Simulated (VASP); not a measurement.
InP:

```
In P
1.0
     0.00000    2.98003    2.98003
     2.98003    0.00000    2.98003
     2.98003    2.98003    0.00000
In P
1 1
Direct
  0.00000 0.00000 0.00000
  0.25000 0.25000 0.25000
```

```yaml
Program: VASP 6.6.1
Task: relaxation of cell and atoms
Functional: r2SCAN
Potentials_or_basis: VASP PAW PBE potentials, release 64 (In_d, P)
Cutoff: 600 eV
k_mesh: 6 × 6 × 6
Occupations: fermi-dirac, width 0.02 eV
Spin: no spin polarisation
```

At the start: pressure -1.8 GPa; volume 26.46 Å³/atom.

Problem. Where does the relaxation end?

Solution. Over 3 steps the energy falls by 4.2 meV/atom and the volume is 25.74 Å³/atom (-2.8 %); space group F-43m (No. 216, to 0.1 Å) before and after.

Step by step:
| step | energy change (eV) | largest force (eV/Å) | pressure (GPa) | volume (Å³) |
| --- | --- | --- | --- | --- |
| 1 | 0.0000 | 0.0000 | -1.80 | 52.93 |
| 2 | -0.0058 | 0.0000 | 1.11 | 50.68 |
| 3 | -0.0084 | 0.0000 | 0.01 | 51.47 |

Final structure:
```cif
data_structure
_symmetry_space_group_name_H-M 'P 1'
_symmetry_Int_Tables_number 1
_cell_length_a 4.1753
_cell_length_b 4.1753
_cell_length_c 4.1753
_cell_angle_alpha 60.000
_cell_angle_beta 60.000
_cell_angle_gamma 60.000
_cell_volume 51.47
loop_
_atom_site_label
_atom_site_type_symbol
_atom_site_fract_x
_atom_site_fract_y
_atom_site_fract_z
_atom_site_occupancy
In1 In 0.00000 0.00000 0.00000 1
P1 P 0.25000 0.25000 0.25000 1
```

Caveat: the PAW data sets were made with another functional, which shifts forces and pressure a little.
